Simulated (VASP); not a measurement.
# H in VASP: a series of runs

The runs below take H through single point, with PBE.

All numbers are computed with VASP 6.6.1; they aren't measurements. Logs are shortened: lines on timing, memory, paths and dates and some standing lists are left out, and cuts for length are marked.

## 1. The cell of the first run

The cell holds an amorphous packing of atoms, 12 atoms: a = 5.451 Å, b = 5.451 Å, c = 5.451 Å, α = 90.00°, β = 90.00°, γ = 90.00°.

## 2. Single point, PBE

INCAR reads:

```
ALGO     = Normal         # electronic algorithm
EDIFF    = 1E-6           # SCF threshold, eV
ENCUT    = 520            # plane-wave cutoff, eV
GGA      = PE             # functional
ISIF     = 2              # what is computed and relaxed
ISMEAR   = -1             # smearing method
LASPH    = True           # aspherical terms in the spheres
LCHARG   = True           # write CHGCAR
LELF     = True           # ELF
LREAL    = False          # projectors in reciprocal space
LVHAR    = True         
LWAVE    = False          # write WAVECAR
NBANDS   = 18             # bands
NELM     = 80             # most SCF steps
PREC     = Accurate       # precision mode
SIGMA    = 0.02           # smearing width, eV
```

KPOINTS reads:

```
k-points
0
Gamma
  1 1 1
```

POSCAR reads:

```
H
1.0
    5.4513620000      0.0000000000      0.0000000000
    0.0000000000      5.4513620000      0.0000000000
    0.0000000000      0.0000000000      5.4513620000
H
12
Direct
    0.0415675936      1.1898861239      0.8028819220
    0.1176219814      1.2908517174      0.8278298157
    1.1649015420      0.7989012654      0.3894072711
    1.2447348021      0.8435873457      0.4777521654
    0.7178022667      0.1373601680      0.4842826435
    0.7122807108      0.0730643094      0.3616894273
    1.0441977620      0.5283450264      0.1345902180
    1.0245512956      0.4619579474      0.2577887875
    0.6378589424      0.5945853532      0.6865256793
    0.6544052661      0.4877863550      0.7667808522
    0.5632353896      1.0415929083     -0.0188026405
    0.5789562315      0.9313635748     -0.1020662359
```

Potentials or basis: VASP PAW PBE potentials, release 64 (H).

On the command line:

```sh
> cat potpaw_PBE.64/H/POTCAR > POTCAR
> mpirun -np 1 vasp_gam > vasp.out
```

OUTCAR:

```text
EDIFF = 1E-6
   ENCUT = 520
   GGA = PE
   ISIF = 2
   ISMEAR = -1
   LASPH = True
   LREAL = False
   NELM = 80
   PREC = Accurate

 ion  position               nearest neighbor table
   1  0.042  0.190  0.803-   2 0.70
   2  0.118  0.291  0.828-   1 0.70
   3  0.165  0.799  0.389-   4 0.69
   4  0.245  0.844  0.478-   3 0.69
   5  0.718  0.137  0.484-   6 0.76
   6  0.712  0.073  0.362-   5 0.76
   7  0.044  0.528  0.135-   8 0.77
   8  0.025  0.462  0.258-   7 0.77
   9  0.638  0.595  0.687-  10 0.73
  10  0.654  0.488  0.767-   9 0.73
  11  0.563  0.042  0.981-  12 0.76
  12  0.579  0.931  0.898-  11 0.76

  LATTYP: Found a simple cubic cell.
 ALAT       =     5.4513620000

  Lattice vectors:

 A1 = (   5.4513620000,   0.0000000000,   0.0000000000)
 A2 = (   0.0000000000,   5.4513620000,   0.0000000000)
 A3 = (   0.0000000000,   0.0000000000,   5.4513620000)

Analysis of symmetry for initial positions (statically):
=====================================================================
 Subroutine PRICEL returns:
 Original cell was already a primitive cell.

 Routine SETGRP: Setting up the symmetry group for a
 simple cubic supercell.

 Subroutine GETGRP returns: Found  1 space group operations
 (whereof  1 operations were pure point group operations)
 out of a pool of 48 trial point group operations.

The static configuration has the point symmetry C_1 .

Analysis of symmetry for dynamics (positions and initial velocities):
=====================================================================
 Subroutine PRICEL returns:
 Original cell was already a primitive cell.

 Routine SETGRP: Setting up the symmetry group for a
 simple cubic supercell.

 Subroutine GETGRP returns: Found  1 space group operations
 (whereof  1 operations were pure point group operations)
 out of a pool of 48 trial point group operations.

The dynamic configuration has the point symmetry C_1 .

 Subroutine INISYM returns: Found  1 space group operations
[... 94 lines left out ...]
   LREAL  =      F    real-space projection
   EDIFFG = 0.1E-04   stopping-criterion for IOM
   NSW    =      0    number of steps for IOM
   IBRION =     -1    ionic relax: 0-MD 1-quasi-New 2-CG
   NFREE  =      0    steps in history (QN), initial steepest desc. (CG)
   ISIF   =      2    stress and relaxation
   ISYM   =      2    0-nonsym 1-usesym 2-fastsym
   POTIM  = 0.5000    time-step for ionic-motion
   TEBEG  =    0.0;   TEEND  =   0.0 temperature during run
   PSTRESS=    0.0 pullay stress
   NELECT =      12.0000    total number of electrons
   NUPDOWN=      -1.0000    fix difference up-down
   EMIN   =  10.00;   EMAX   =-10.00  energy-range for DOS
   EFERMI =   0.00;   METHOD = LEGACY
   ISMEAR =    -1;   SIGMA  =   0.02  broadening in eV -4-tet -1-fermi 0-gaus
   EFERMI_NEDOS =   21; number of points for ismear=-14 and -15
   IALGO  =     38    algorithm
   IMIX   =      4    mixing-type and parameters
     AMIX     =   0.40;   BMIX     =  1.00
     AMIX_MAG =   1.60;   BMIX_MAG =  1.00
  volume/ion in A,a.u.               =      13.50        91.10
  Fermi-wavevector in a.u.,A,eV,Ry     =   0.687538  1.299259  6.431595  0.472709
  Thomas-Fermi vector in A             =   1.768082
   LORBIT       =      0    0 simple, 1 ext, 2 COOP (PROOUT), +10 PAW based schemes
   GGA     = PE    functional components
   LHFCALC =     F    Hartree Fock is set to
   AEXX    =    0.0000 exact exchange contribution
   IVDW    =     0    specifies the selected vdW correction
   LEPSILON=     F    determine dielectric tensor
   LRPA    =     F    only Hartree local field effects (RPA)
 non-spin polarized calculation
  energy-cutoff  :      520.00
  volume of cell :      162.00
 maximum number of plane-waves:      2193
 NGX is ok and might be reduce to    42
   NGX = 21   NGY = 21   NGZ = 21

 number of electron      12.0000000 magnetization

 Free energy of the ion-electron system (eV)
  ---------------------------------------------------
  ext. energy  EPLUGINS =         0.00000000
  ---------------------------------------------------
  free energy    TOTEN  =       -40.20439354 eV

  energy without entropy =      -40.20439354  energy(sigma->0) =      -40.20439354

 E-fermi :  -7.8911     XC(G=0):  -4.8890

 val. band max:       -8.3983815284   @ k =   0.0000   0.0000   0.0000
 cond. band min:       1.1402159251   @ k =   0.0000   0.0000   0.0000
 fundamental gap:      9.5385974535
 Fermi energy:        -7.8911052499

 k-point     1 :       0.0000    0.0000    0.0000
  band No.  band energies     occupation
      1     -10.6766      2.00000
      2      -9.5269      2.00000
      3      -9.1689      2.00000
      4      -8.8991      2.00000
      5      -8.5591      2.00000
      6      -8.3984      2.00000
[... 10 lines left out ...]
     17       5.8863      0.00000
     18       6.0686      0.00000

------------------------ aborting loop because EDIFF is reached ----------------------------------------

  FORCE on cell =-STRESS in cart. coord.  units (eV):
  Direction    XX          YY          ZZ          XY          YZ          ZX
  --------------------------------------------------------------------------------------
  -------------------------------------------------------------------------------------
  Total        1.5562603      2.0961234      1.6817496      1.0186255      0.5821642      0.9492864
  in kB       15.3913870     20.7306237     16.6324741     10.0741877      5.7575940      9.3884253
  external PRESSURE =      17.5848283 kB  Pullay stress =       0.0000000 kB

 VOLUME and BASIS-vectors are now :
 -----------------------------------------------------------------------------
  energy-cutoff  :      520.00
  volume of cell :      162.00
      direct lattice vectors                 reciprocal lattice vectors
     5.451362000  0.000000000  0.000000000     0.183440395  0.000000000  0.000000000
     0.000000000  5.451362000  0.000000000     0.000000000  0.183440395  0.000000000
     0.000000000  0.000000000  5.451362000     0.000000000  0.000000000  0.183440395

 POSITION                                       TOTAL-FORCE (eV/Angst)
 -----------------------------------------------------------------------------------
      0.22660      1.03514      4.37680        -0.997449     -1.460028     -0.407240
      0.64120      1.58554      4.51280         1.060333      1.332363      0.291163
      0.89894      4.35510      2.12280        -1.356645     -0.759506     -1.507724
      1.33414      4.59870      2.60440         1.462849      0.871052      1.651701
      3.91300      0.74880      2.64000         0.030302     -0.082332     -0.387754
      3.88290      0.39830      1.97170         0.063869      0.201371      0.343225
      0.24094      2.88020      0.73370        -0.167594     -0.380662      0.689024
      0.13384      2.51830      1.40530         0.047769      0.355208     -0.735078
      3.47720      3.24130      3.74250        -0.066416      0.299009     -0.330399
      3.56740      2.65910      4.18000         0.064051     -0.281606      0.236239
      3.07040      0.22674      5.34886        -0.028678     -0.437554     -0.251414
      3.15610      5.07720      4.89496        -0.112391      0.342684      0.408256
 -----------------------------------------------------------------------------------
    total drift:                                0.000196     -0.000051     -0.000140

  FREE ENERGIE OF THE ION-ELECTRON SYSTEM (eV)
  ---------------------------------------------------
  free  energy   TOTEN  =       -40.2043935409 eV

  energy  without entropy=      -40.2043935409  energy(sigma->0) =      -40.20439354
```

OSZICAR:

```text
N       E                     dE             d eps       ncg     rms          rms(c)
DAV:   1     0.314467472671E+02    0.31447E+02   -0.42148E+03    36   0.465E+02
DAV:   2    -0.371700600231E+02   -0.68617E+02   -0.64868E+02    54   0.104E+02
DAV:   3    -0.438598159819E+02   -0.66898E+01   -0.66735E+01    56   0.341E+01
DAV:   4    -0.439405182940E+02   -0.80702E-01   -0.80686E-01    40   0.451E+00
DAV:   5    -0.439408895842E+02   -0.37129E-03   -0.37128E-03    56   0.331E-01    0.112E+01
DAV:   6    -0.414322982893E+02    0.25086E+01   -0.79805E-01    48   0.371E+00    0.619E+00
DAV:   7    -0.401759500251E+02    0.12563E+01   -0.20547E+00    40   0.610E+00    0.742E-01
DAV:   8    -0.402127844865E+02   -0.36834E-01   -0.42015E-02    52   0.103E+00    0.482E-01
DAV:   9    -0.402042771436E+02    0.85073E-02   -0.11162E-02    48   0.481E-01    0.628E-02
DAV:  10    -0.402044093535E+02   -0.13221E-03   -0.49249E-04    56   0.114E-01    0.258E-02
DAV:  11    -0.402043939778E+02    0.15376E-04   -0.11275E-04    40   0.660E-02    0.937E-03
DAV:  12    -0.402043943008E+02   -0.32297E-06   -0.10566E-05    56   0.191E-02    0.817E-03
DAV:  13    -0.402043935409E+02    0.75983E-06   -0.20511E-06    40   0.116E-02
   1 F= -.40204394E+02 E0= -.40204394E+02  d E =-.101833E-10
```

stdout:

```text
POSCAR found type information on POSCAR H
 POSCAR found :  1 types and      12 ions
 scaLAPACK will be used
 LDA part: xc-table for (Slater+PW92), standard interpolation
 POSCAR, INCAR and KPOINTS ok, starting setup
 FFT: planning ... GRIDC
 FFT: planning ... GRID_SOFT
 FFT: planning ... GRID
 WAVECAR not read
 entering main loop
```

It took 7.7 s on 1 thread of Intel Xeon Platinum 8488C (Sapphire Rapids), shared host; peak memory 0.22 GiB.

Results:

* Free energy: -40.2044 eV
* Pressure: 1.8 GPa
* Largest force: 2.372 eV/Å
* Band gap on the k mesh: 9.54 eV

Forces in eV/Å, atoms in the order of the input:
```
H   -0.997 -1.460 -0.407
H    1.060  1.332  0.291
H   -1.357 -0.760 -1.508
H    1.463  0.871  1.652
H    0.030 -0.082 -0.388
H    0.064  0.201  0.343
H   -0.168 -0.381  0.689
H    0.048  0.355 -0.735
H   -0.066  0.299 -0.330
H    0.064 -0.282  0.236
H   -0.029 -0.438 -0.251
H   -0.112  0.343  0.408
```

Caveat: the k points lie up to 1.15 Å⁻¹ apart.

## 3. Single point, PBE

INCAR reads:

```
ALGO     = Normal         # electronic algorithm
EDIFF    = 1E-6           # SCF threshold, eV
ENCUT    = 520            # plane-wave cutoff, eV
GGA      = PE             # functional
ISIF     = 2              # what is computed and relaxed
ISMEAR   = -1             # smearing method
LASPH    = T              # aspherical terms in the spheres
LCHARG   = F              # write CHGCAR
LREAL    = F              # projectors in reciprocal space
LWAVE    = F              # write WAVECAR
NBANDS   = 18             # bands
NELM     = 80             # most SCF steps
PREC     = Accurate       # precision mode
SIGMA    = 0.02           # smearing width, eV
```

KPOINTS is that of step 2.

POSCAR reads:

```
H
1.0
    5.4513620000      0.0000000000      0.0000000000
    0.0000000000      5.4513620000      0.0000000000
    0.0000000000      0.0000000000      5.4513620000
H
12
Direct
    0.0818877924      1.1323225278      0.7962413797
    0.1757175546      1.0686870547      0.7216178269
    1.4558563530      0.8063122574      0.5053599449
    1.4277716284      0.9260071153      0.4396332513
    0.6893690054      0.2208989240      0.3981940660
    0.8102195378      0.1786159129      0.4043760073
    0.9702712827      0.6201386002      0.1756992106
    0.9086719979      0.4961512371      0.1660685898
    0.7443277478      0.5509081951      0.7056768565
    0.6210741462      0.5978139041      0.7051632234
    0.4036055577      0.8031203945      0.0369632396
    0.5341600870      0.7658636502     -0.0039990006
```

Potentials or basis: VASP PAW PBE potentials, release 64 (H).

On the command line:

```sh
> cat potpaw_PBE.64/H/POTCAR > POTCAR
> mpirun -np 1 vasp_gam > vasp.out
```

Run time: 7.9 s. Hardware: 1 thread of Intel Xeon Platinum 8488C (Sapphire Rapids), shared host; peak memory 0.22 GiB.

It converged, with:

```
Free energy            : -40.1915 eV
Pressure               : 1.6 GPa
Largest force          : 1.957 eV/Å
Band gap on the k mesh : 9.78 eV
```

Forces on the atoms (eV/Å):
```
H   -0.264  0.200  0.204
H    0.230 -0.158 -0.163
H   -0.181  0.453 -0.305
H    0.034 -0.438  0.252
H   -1.847  0.635 -0.106
H    1.842 -0.653  0.103
H   -0.076 -0.290 -0.037
H    0.225  0.319  0.016
H    1.087 -0.471 -0.027
H   -0.982  0.312 -0.002
H    0.847 -0.192 -0.276
H   -0.914  0.285  0.340
```

Stress tensor (GPa, compression positive):
```
 2.08 -0.71 -0.09
-0.71  0.64  0.02
-0.09  0.02  1.97
```

Levels at points of the mesh, in eV from the valence-band top:
```
           k point  band 3  band 4  band 5  band 6  band 7  band 8  band 9  band 10
(0.00, 0.00, 0.00)   -1.05   -0.75   -0.36    0.00    9.78    9.84   10.07    10.76
```

Caveat: the k points lie up to 1.15 Å⁻¹ apart.
